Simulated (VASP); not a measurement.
A run of VASP 6.6.1:

Contents of INCAR:

```
  ALGO = Normal
  EDIFF = 1E-7
  ENCUT = 520
  GGA = PE
  ISIF = 2
  ISMEAR = -1
  LASPH = T
  LCHARG = T
  LELF = T
  LREAL = F
  LVHAR = T
  LWAVE = F
  NBANDS = 20
  NELM = 60
  PREC = Accurate
  SIGMA = 0.05
```

The input KPOINTS:

```
k-points
0
Gamma
  17 17 17
```

File POSCAR:

```
V
1.0
   -2.1844747439      2.1844747439      1.2318820128
    2.1844747439     -2.1844747439      1.2318820128
    2.1844747439      2.1844747439     -1.2318820128
V
2
Direct
   -0.3750000000     -0.1250000000     -0.2500000000
    0.3750000000      0.1250000000      0.2500000000
```

Potentials or basis: VASP PAW PBE potentials, release 64 (V_sv).

Launch:

```sh
$ cat potpaw_PBE.64/V_sv/POTCAR > POTCAR
$ mpirun -np 1 vasp_std > vasp.out
```

Hardware: 1 thread of Intel(R) Xeon(R) 6975P-C (Granite Rapids), on a shared host.

Task: Estimate the wall time of this run.

Result: It took 82 s on 1 thread of Intel(R) Xeon(R) 6975P-C (Granite Rapids), with other jobs on the host, peak memory 0.27 GiB. Counts: scf iterations 13, k points 405.
